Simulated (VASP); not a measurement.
Wanted: the native input for a VASP 6.6.1 run.

```yaml
Task: relaxation of cell and atoms
Functional: PBE
Potentials_or_basis: VASP PAW PBE potentials, release 64 (P)
Cutoff: 600 eV
k_mesh: 22 × 22 × 22
Occupations: gaussian, width 0.1 eV
Spin: no spin polarisation
Dipole_correction: no
Further_INCAR_settings: ALGO = Normal; EDIFF = 1e-06; IBRION = 2; EDIFFG = -0.01; NSW = 100; ISIF = 3
```

The structure of P lies in POSCAR:

```
P
1.0
   -1.7496391693      1.7496391693      2.5003948030
    1.7496391693     -1.7496391693      2.5003948030
    1.7496391693      1.7496391693     -2.5003948030
P
2
Direct
    0.2735310335      0.2735310335      0.0000000000
    0.7264689665      0.7264689665      0.0000000000
```

The cell was built from a structure type or drawn by symmetry, and may not be a known phase.

These files were run (other wordings do the same):

INCAR

```
PREC = Accurate
ENCUT = 600
EDIFF = 1E-6
ISMEAR = 0
SIGMA = 0.1
LREAL = False
LASPH = True
NELM = 100
ALGO = Normal
ISIF = 3
LWAVE = False
LCHARG = False
GGA = PE
IBRION = 2
NSW = 100
EDIFFG = -0.01
```

KPOINTS

```
Automatic mesh
0
Gamma
  22 22 22
```

Potentials or basis: VASP PAW PBE potentials, release 64 (P).

Command:

```console
$ cat potpaw_PBE.64/P/POTCAR > POTCAR
$ mpirun -np 1 vasp_std > vasp.out
```

It gave:

The relaxed volume is 15.17 Å³/atom. The relaxed cell is a = 3.504 Å, b = 3.504 Å, c = 3.504 Å, α = 120.18°, β = 120.18°, γ = 89.69° and the space group after relaxing (to 0.1 Å) is I4/mmm (No. 139). The energy gained by relaxing is 0.5 meV/atom. The ionic steps are 6, the pressure after relaxing is 0.0 GPa and the band gap on the k mesh is zero (bands 5 and 6 overlap by 1.18 eV).

Wall time 4.1 min on 1 thread of Intel(R) Xeon(R) 6975P-C (Granite Rapids) (shared host), peak memory 0.35 GiB.
